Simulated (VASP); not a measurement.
## CdSe: electric field gradients with LDA

CdSe:

```
CELL_PARAMETERS angstrom
0.00000 3.00813 3.00813
3.00813 0.00000 3.00813
3.00813 3.00813 0.00000
ATOMIC_POSITIONS crystal
Cd 0.00000 0.00000 0.00000
Se 0.25000 0.25000 0.25000
```

This cell differs from its parent crystal: volume scaled by 0.9405.

```json
{"Program": "VASP 6.6.1", "Task": "electric field gradients", "Functional": "LDA", "Potentials or basis": "VASP PAW LDA potentials, release 64 (Cd, Se)", "Cutoff": "520 eV", "k mesh": "8 × 8 × 8", "Occupations": "fermi-dirac, width 0.03 eV", "Spin": "no spin polarisation", "Dipole correction": "no", "Further INCAR settings": "ALGO = Normal; EDIFF = 1e-08; NBANDS = 16"}
```

```json
{
  "Pressure": "0.2 GPa",
  "Band gap on the k mesh": "0.43 eV, direct"
}
```

Levels at points of the mesh, in eV from the valence-band top:
```tsv
k point	band 5	band 6	band 7	band 8	band 9	band 10	band 11	band 12	band 13	band 14
(0.00, 0.00, 0.00)	-7.66	-7.66	0.00	0.00	0.00	0.43	5.79	5.79	5.79	9.63
(0.50, 0.00, 0.00)	-7.63	-7.34	-4.68	-0.81	-0.81	2.23	6.32	6.32	7.29	9.89
(0.50, 0.50, 0.00)	-7.59	-7.27	-4.32	-2.00	-2.00	2.87	3.64	9.04	10.22	10.22
```

It used 14 s of CPU time on 1 thread of Intel Xeon 6975P-C (shared host).

Caveat: without QUAD_EFG the Cq values of the log hold for a quadrupole moment of 1 mb, not for the nuclei.
